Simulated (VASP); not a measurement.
Wanted: the native input for a VASP 6.6.1 run.

* Task: single point
* Functional: PBE-based screened hybrid with 50 % exact exchange
* Potentials or basis: VASP PAW PBE potentials, release 64 (F)
* Cutoff: 520 eV
* k mesh: 4 × 4 × 2
* Occupations: gaussian, width 0.01 eV
* Spin: no spin polarisation
* Dipole correction: no
* Grid for exact exchange (PRECFOCK): Normal
* Share of exact exchange: 0.5
* Further INCAR settings: ALGO = Normal; EDIFF = 1e-06; NBANDS = 22
* Screening parameter: 0.3 1/Å

F:

```xyz
4
Lattice="2.4591 -1.6305 0.1028 2.4591 1.6305 0.1028 -0.2948 0.0000 6.4766" Properties=species:S:1:pos:R:3 pbc="T T T"
F     3.5123    0.5010    4.0180
F     0.9636    0.5010    5.9024
F     1.1110   -0.5010    2.6641
F     3.6597   -0.5010    0.7797
```

The input as run:

POSCAR

```
F
1.0
    2.4590748851     -1.6305201812      0.1027625999
    2.4590748851      1.6305201812      0.1027625999
   -0.2948427030      0.0000000000      6.4766206477
F
4
Direct
    0.5962766288      0.9035470413      0.5965946178
    0.0964529587      0.4037233712      0.9034053822
    0.4037233712      0.0964529587      0.4034053822
    0.9035470413      0.5962766288      0.0965946178
```

INCAR.step1

```
SYSTEM = F
ALGO = Normal
EDIFF = 1E-5
ENCUT = 520
GGA = PE
ISIF = 2
ISMEAR = 0
LASPH = .TRUE.
LCHARG = .FALSE.
LREAL = .FALSE.
LWAVE = .TRUE.
NBANDS = 22
NELM = 60
PREC = Accurate
SIGMA = 0.01
```

INCAR.step2

```
SYSTEM = F
AEXX = 0.5
ALGO = Normal
EDIFF = 1E-6
ENCUT = 520
GGA = PE
HFSCREEN = 0.3
ISIF = 2
ISMEAR = 0
ISTART = 1
LASPH = .TRUE.
LCHARG = .FALSE.
LHFCALC = .TRUE.
LREAL = .FALSE.
LWAVE = .FALSE.
NBANDS = 22
NELM = 60
PREC = Accurate
PRECFOCK = Normal
SIGMA = 0.01
```

KPOINTS

```
k-points
0
G
  4 4 2
  0 0 0
```

Potentials or basis: VASP PAW PBE potentials, release 64 (F).

Command:

```sh
$ cat potpaw_PBE.64/F/POTCAR > POTCAR
$ cp INCAR.step1 INCAR
$ mpirun -np 1 vasp_std > vasp.out
$ cp INCAR.step2 INCAR
$ mpirun -np 1 vasp_std > vasp.out
```

Results of the run:

```
Pressure               : -2.9 GPa
Largest force          : 1.770 eV/Å
Band gap on the k mesh : 8.75 eV
```

Caveat: the k points lie up to 0.58 Å⁻¹ apart; this functional lacks dispersion, which holds the molecules together, so the pressure and a relaxed volume are unreliable; the PAW data sets were made with another functional, which shifts forces and pressure a little.

Wall time 19 min on 1 thread of Intel Xeon 8259CL, on a shared host, peak memory 0.27 GiB.
